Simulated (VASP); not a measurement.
# Ag in VASP: notebook

The runs below take Ag through single point, with PBEsol.

Everything below comes from runs of VASP 6.6.1. Logs are shortened: lines on timing, memory, paths and dates and some standing lists are left out, and cuts for length are marked.

## Step 1: The cell of the first run

The cell holds a slab with vacuum, 5 atoms: a = 2.867 Å, b = 4.054 Å, c = 21.734 Å, α = 90.00°, β = 90.00°, γ = 90.00°.

## Step 2: Single point, PBEsol

Contents of INCAR:

```
SYSTEM = Ag
PREC     = Accurate       ! precision mode
ENCUT    = 520            ! plane-wave cutoff, eV
EDIFF    = 1E-6           ! SCF threshold, eV
ISMEAR   = -1             ! smearing method
SIGMA    = 0.05           ! smearing width, eV
LREAL    = .FALSE.        ! projectors in reciprocal space
LASPH    = .TRUE.         ! aspherical terms in the spheres
NELM     = 80             ! most SCF steps
ALGO     = Normal         ! electronic algorithm
ISIF     = 2              ! what is computed and relaxed
LWAVE    = .FALSE.        ! write WAVECAR
LCHARG   = .TRUE.         ! write CHGCAR
LDIPOL   = .TRUE.       
IDIPOL   = 3            
DIPOL    = 0.5 0.5 0.500
GGA      = PS             ! functional
LELF     = .TRUE.         ! ELF
LVHAR    = .TRUE.       
LVACPOTAV= .TRUE.       
EFIELD   = -0.2         
NBANDS   = 36             ! bands
```

Contents of KPOINTS:

```
Automatic mesh
0
G
  14 10 1
  0 0 0
```

Contents of POSCAR:

```
Ag
1.0
    2.8669039270      0.0000000000      0.0000000000
    0.0000000000      4.0544144156      0.0000000000
    0.0000000000      0.0000000000     21.7338000000
Ag
5
Direct
    0.0000000000      0.0000000000      0.3715776552
    0.5000000000      0.5000000000      0.4323168633
    0.0000000000      0.0000000000      0.4999999999
    0.5000000000      0.5000000000      0.5676831369
    0.0000000000      0.0000000000      0.6284223446
```

Potentials or basis: VASP PAW PBE potentials, release 64 (Ag).

The run is started by

```console
$ cat potpaw_PBE.64/Ag/POTCAR > POTCAR
$ mpirun -np 1 vasp_std > vasp.out
```

OUTCAR:

```text
SYSTEM = Ag
   PREC = Accurate
   ENCUT = 520
   EDIFF = 1E-6
   ISMEAR = -1
   LREAL = .FALSE.
   LASPH = .TRUE.
   NELM = 80
   ISIF = 2
   GGA = PS

 ion  position               nearest neighbor table
   1  0.000  0.000  0.372-   3 2.79   2 2.81   2 2.81   2 2.81   2 2.81
   2  0.500  0.500  0.432-   1 2.81   1 2.81   1 2.81   1 2.81   3 2.89   3 2.89   3 2.89   3 2.89
                             4 2.94
   3  0.000  0.000  0.500-   1 2.79   5 2.79   2 2.89   2 2.89   2 2.89   2 2.89   4 2.89   4 2.89
                             4 2.89   4 2.89
   4  0.500  0.500  0.568-   5 2.81   5 2.81   5 2.81   5 2.81   3 2.89   3 2.89   3 2.89   3 2.89
                             2 2.94
   5  0.000  0.000  0.628-   3 2.79   4 2.81   4 2.81   4 2.81   4 2.81

  LATTYP: Found a simple orthorhombic cell.
 ALAT       =     2.8669039270
 B/A-ratio  =     1.4142135624
 C/A-ratio  =     7.5809307020

  Lattice vectors:

 A1 = (   2.8669039270,   0.0000000000,   0.0000000000)
 A2 = (   0.0000000000,   4.0544144156,   0.0000000000)
 A3 = (   0.0000000000,   0.0000000000,  21.7338000000)

Analysis of symmetry for initial positions (statically):
=====================================================================
 Subroutine PRICEL returns:
 Original cell was already a primitive cell.

 Routine SETGRP: Setting up the symmetry group for a
 simple orthorhombic supercell.

 Subroutine GETGRP returns: Found  8 space group operations
 (whereof  8 operations were pure point group operations)
 out of a pool of  8 trial point group operations.

The static configuration has the point symmetry D_2h.

Analysis of symmetry for dynamics (positions and initial velocities):
=====================================================================
 An external electric field (EFIELD) may reduce the allowed symmetry operations
 Subroutine PRICEL returns:
 Original cell was already a primitive cell.

 Routine SETGRP: Setting up the symmetry group for a
 simple orthorhombic supercell.

 Subroutine GETGRP returns: Found  4 space group operations
 (whereof  4 operations were pure point group operations)
 out of a pool of  8 trial point group operations.

The dynamic configuration has the point symmetry C_2v.

 Subroutine INISYM returns: Found  4 space group operations
 (whereof  4 operations are pure point group operations),
 and found     1 'primitive' translations

----------------------------------------------------------------------------------------

                                     Primitive cell

[... 102 lines left out ...]
   ISIF   =      2    stress and relaxation
   ISYM   =      2    0-nonsym 1-usesym 2-fastsym
   POTIM  = 0.5000    time-step for ionic-motion
   TEBEG  =    0.0;   TEEND  =   0.0 temperature during run
   PSTRESS=    0.0 pullay stress
   NELECT =      55.0000    total number of electrons
   NUPDOWN=      -1.0000    fix difference up-down
   EMIN   =  10.00;   EMAX   =-10.00  energy-range for DOS
   EFERMI =   0.00;   METHOD = LEGACY
   ISMEAR =    -1;   SIGMA  =   0.05  broadening in eV -4-tet -1-fermi 0-gaus
   EFERMI_NEDOS =   21; number of points for ismear=-14 and -15
   IALGO  =     38    algorithm
   IMIX   =      4    mixing-type and parameters
     AMIX     =   0.40;   BMIX     =  1.00
     AMIX_MAG =   1.60;   BMIX_MAG =  1.00
  volume/ion in A,a.u.               =      50.53       340.96
  Fermi-wavevector in a.u.,A,eV,Ry     =   0.984850  1.861097 13.196692  0.969929
  Thomas-Fermi vector in A             =   2.116113
   LORBIT       =      0    0 simple, 1 ext, 2 COOP (PROOUT), +10 PAW based schemes
   GGA     = PS    functional components
   LHFCALC =     F    Hartree Fock is set to
   AEXX    =    0.0000 exact exchange contribution
   IVDW    =     0    specifies the selected vdW correction
   LEPSILON=     F    determine dielectric tensor
   LRPA    =     F    only Hartree local field effects (RPA)
 non-spin polarized calculation
  energy-cutoff  :      520.00
  volume of cell :      252.63
 maximum number of plane-waves:      6845
 NGX is ok and might be reduce to    24
   NGX = 11   NGY = 15   NGZ = 81

 dipolmoment           0.000000      0.000000      0.069906 electrons x Angstroem

 number of electron      54.9999982 magnetization

 dipolmoment           0.000000      0.000000     -0.108512 electrons x Angstroem

 Free energy of the ion-electron system (eV)
  ---------------------------------------------------
  ext. energy  EPLUGINS =         0.00000000
  ---------------------------------------------------
  free energy    TOTEN  =       -14.85445454 eV

  energy without entropy =      -14.83985082  energy(sigma->0) =      -14.84715268

 E-fermi :  -0.0818     XC(G=0):  -4.9612

 val. band max:       -0.0844321212   @ k =   0.5000   0.2000   0.0000
 cond. band min:      -0.0583621851   @ k =   0.2857   0.5000   0.0000
 fundamental gap:      0.0260699361
 Fermi energy:        -0.0818495493

 k-point     1 :       0.0000    0.0000    0.0000
  band No.  band energies     occupation
      1      -7.4366      2.00000
      2      -6.3713      2.00000
      3      -6.0842      2.00000
      4      -6.0737      2.00000
      5      -5.8848      2.00000
      6      -5.3091      2.00000
[... 925 lines left out ...]
     35       7.2586      0.00000
     36       7.5601      0.00000

 [... further k-points ...]

------------------------ aborting loop because EDIFF is reached ----------------------------------------

  FORCE on cell =-STRESS in cart. coord.  units (eV):
  Direction    XX          YY          ZZ          XY          YZ          ZX
  --------------------------------------------------------------------------------------
  -------------------------------------------------------------------------------------
  Total       -1.7411695     -1.7067103     -0.1177844      0.0000000      0.0000000      0.0000000
  in kB      -11.0426853    -10.8241409     -0.7470014      0.0000000      0.0000000      0.0000000
  external PRESSURE =      -7.5379425 kB  Pullay stress =       0.0000000 kB

 VOLUME and BASIS-vectors are now :
 -----------------------------------------------------------------------------
  energy-cutoff  :      520.00
  volume of cell :      252.63
      direct lattice vectors                 reciprocal lattice vectors
     2.866903927  0.000000000  0.000000000     0.348808340  0.000000000  0.000000000
     0.000000000  4.054414416  0.000000000     0.000000000  0.246644743  0.000000000
     0.000000000  0.000000000 21.733800000     0.000000000  0.000000000  0.046011282

 POSITION                                       TOTAL-FORCE (eV/Angst)
 -----------------------------------------------------------------------------------
      0.00000      0.00000      8.07579         0.000000      0.000000      0.010666
      1.43345      2.02721      9.39589         0.000000      0.000000     -0.006381
      0.00000      0.00000     10.86690         0.000000      0.000000      0.009143
      1.43345      2.02721     12.33791         0.000000      0.000000     -0.005585
      0.00000      0.00000     13.65801         0.000000      0.000000     -0.007843
 -----------------------------------------------------------------------------------
    total drift:                                0.000000     -0.000000      0.000016

  FREE ENERGIE OF THE ION-ELECTRON SYSTEM (eV)
  ---------------------------------------------------
  free  energy   TOTEN  =       -14.8544545372 eV

  energy  without entropy=      -14.8398508156  energy(sigma->0) =      -14.84715268
```

OSZICAR:

```text
N       E                     dE             d eps       ncg     rms          rms(c)
DAV:   1     0.334935247519E+03    0.33494E+03   -0.24446E+04  3456   0.128E+03
DAV:   2    -0.476114780671E+01   -0.33970E+03   -0.32431E+03  3756   0.278E+02
DAV:   3    -0.163956275212E+02   -0.11634E+02   -0.11485E+02  3884   0.519E+01
[... 16 lines left out ...]
DAV:  20    -0.148544399120E+02   -0.51977E-05   -0.46608E-07  2496   0.500E-03    0.912E-04
DAV:  21    -0.148544449753E+02   -0.50634E-05   -0.36218E-07  2452   0.352E-03    0.847E-04
DAV:  22    -0.148544501620E+02   -0.51867E-05   -0.33543E-07  2404   0.306E-03    0.112E-03
DAV:  23    -0.148544535466E+02   -0.33846E-05   -0.10507E-07  2404   0.152E-03    0.352E-04
DAV:  24    -0.148544545372E+02   -0.99051E-06   -0.21455E-08  2468   0.729E-04
   1 F= -.14854455E+02 E0= -.14847153E+02  d E =-.146037E-01
```

Run time: 12 min. Hardware: 1 thread of Oxide Virtual Turin-like, shared host; peak memory 0.5 GiB.

What came out:

- Free energy: -14.8545 eV
- Largest force: 0.011 eV/Å
- Band gap on the k mesh: zero (an odd number of electrons rules out a gap without spin polarisation)

Forces on the atoms (eV/Å):
```
Ag   0.000  0.000  0.011
Ag   0.000  0.000 -0.006
Ag   0.000  0.000  0.009
Ag   0.000  0.000 -0.006
Ag   0.000  0.000 -0.008
```

Caveat: the PAW data sets were made with another functional, which shifts forces and pressure a little.

## Step 3: Single point, PBEsol

Contents of INCAR:

```
PREC     = Accurate       # precision mode
ENCUT    = 520            # plane-wave cutoff, eV
EDIFF    = 1E-6           # SCF threshold, eV
ISMEAR   = -1             # smearing method
SIGMA    = 0.05           # smearing width, eV
LREAL    = False          # projectors in reciprocal space
LASPH    = True           # aspherical terms in the spheres
NELM     = 60             # most SCF steps
ALGO     = Normal         # electronic algorithm
ISIF     = 2              # what is computed and relaxed
LWAVE    = False          # write WAVECAR
LCHARG   = False          # write CHGCAR
GGA      = PS             # functional
NBANDS   = 36             # bands
```

Contents of KPOINTS:

```
Automatic mesh
0
Gamma
  14 10 1
```

POSCAR is that of step 2.

Potentials or basis: VASP PAW PBE potentials, release 64 (Ag).

The run is started by

```console
$ cat potpaw_PBE.64/Ag/POTCAR > POTCAR
$ mpirun -np 1 vasp_std > vasp.out
```

It took 13 min on 1 thread of Oxide Virtual Turin-like, shared host; peak memory 0.5 GiB.

The run converged. Its results:

| Property | Result |
| --- | --- |
| Free energy | -14.8436 eV |
| Largest force | 0.010 eV/Å |
| Band gap on the k mesh | zero (an odd number of electrons rules out a gap without spin polarisation) |

Forces in eV/Å, atoms in the order of the input:
```
Ag   0.000  0.000  0.010
Ag   0.000  0.000  0.000
Ag   0.000  0.000  0.000
Ag   0.000  0.000  0.000
Ag   0.000  0.000 -0.010
```

Levels at points of the mesh, in eV from the Fermi level:
```csv
k point,band 25,band 26,band 27,band 28,band 29,band 30,band 31,band 32
"(0.00, 0.00, 0.00)",-3.01,-2.88,-2.68,-1.43,0.80,2.61,3.26,4.43
"(0.50, 0.00, 0.00)",-2.71,-0.17,-0.15,0.67,1.00,1.93,4.23,4.77
"(0.00, 0.50, 0.00)",-2.92,-2.82,-2.67,-2.13,-1.22,0.20,1.04,1.97
"(0.50, 0.50, 0.00)",-2.70,0.47,0.66,2.69,3.07,3.89,4.02,4.41
```

Caveat: there is no dipole correction, which matters where the two faces differ; the PAW data sets were made with another functional, which shifts forces and pressure a little.

The gap in the log of VASP goes by the Fermi energy; the results here count the filled bands.